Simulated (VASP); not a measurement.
Input of a VASP 6.6.1 run:

The input INCAR:

```
PREC     = Accurate       # precision mode
ENCUT    = 520            # plane-wave cutoff, eV
EDIFF    = 1E-6           # SCF threshold, eV
ISMEAR   = -1             # smearing method
SIGMA    = 0.025          # smearing width, eV
LREAL    = False          # projectors in reciprocal space
LASPH    = True           # aspherical terms in the spheres
NELM     = 60             # most SCF steps
ALGO     = Normal         # electronic algorithm
ISIF     = 2              # what is computed and relaxed
LWAVE    = False          # write WAVECAR
LCHARG   = False          # write CHGCAR
GGA      = PE             # functional
NBANDS   = 12             # bands
```

KPOINTS

```
Automatic mesh
0
Gamma
  17 17 17
```

Contents of POSCAR:

```
As
1.0
   -2.6682358398      2.6682358398      1.4257055257
    2.6682358398     -2.6682358398      1.4257055257
    2.6682358398      2.6682358398     -1.4257055257
As
2
Direct
   -0.3750000000     -0.1250000000     -0.2500000000
    0.3750000000      0.1250000000      0.2500000000
```

Potentials or basis: VASP PAW PBE potentials, release 64 (As).

Launch:

```bash
$ cat potpaw_PBE.64/As/POTCAR > POTCAR
$ mpirun -np 1 vasp_std > vasp.out
```

(1) Predict the pressure.

(2) Estimate the band gap on the k mesh.

Answers

(1) 0.1 GPa.

(2) zero (bands 5 and 6 overlap by 6.28 eV).
